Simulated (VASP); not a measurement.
The system is NbVS3.

```
Nb V S
1.0
     4.15151    0.00000    0.00000
     0.00000    4.15151    0.00000
     0.00000    0.00000    4.15151
Nb V S
1 1 3
Direct
  0.00000 0.00000 0.00000
  0.50000 0.50000 0.50000
  0.00000 0.50000 0.50000
  0.50000 0.00000 0.50000
  0.50000 0.50000 0.00000
```

The cell was generated, and may not be a known phase.

| Quantity | Value |
| --- | --- |
| Program | VASP 6.6.1 |
| Task | relaxation of cell and atoms |
| Functional | PBE |
| Potentials or basis | VASP PAW PBE potentials, release 64 (Nb_sv, V_sv, S) |
| Cutoff | 600 eV |
| k mesh | 4 × 4 × 4 |
| Occupations | gaussian, width 0.1 eV |
| Spin | collinear spin, ferromagnetic start |
| Starting moments | [0.0, 2.0, 0.0, 0.0, 0.0] μB |

At the start: pressure 37.7 GPa; volume 14.31 Å³/atom.

**Question.** Where does the relaxation end?

**Answer.** Over 4 steps the energy falls by 454.0 meV/atom and the volume is 18.72 Å³/atom (+30.8 %); space group Pm-3m (No. 221, to 0.1 Å) before and after; moment 3.62 μB per cell.

The path:
```tsv
step	energy change (eV)	largest force (eV/Å)	pressure (GPa)	volume (Å³)
1	0.0000	0.0000	37.75	71.55
2	-1.0794	0.0000	-12.02	112.45
3	-2.2674	0.0000	0.94	92.49
4	-2.2698	0.0000	-0.22	93.62
```

Final structure:
```
Nb V S
1.0
     4.54073    0.00000    0.00000
     0.00000    4.54073    0.00000
     0.00000    0.00000    4.54073
Nb V S
1 1 3
Cartesian
  0.0000 0.0000 0.0000
  2.2704 2.2704 2.2704
  0.0000 2.2704 2.2704
  2.2704 0.0000 2.2704
  2.2704 2.2704 0.0000
```

Caveat: the k points lie up to 0.35 Å⁻¹ apart in the final cell; the volume moved by over 15 % at a fixed basis, so the end points are rough; the highest band is partly filled, so the run has too few bands.
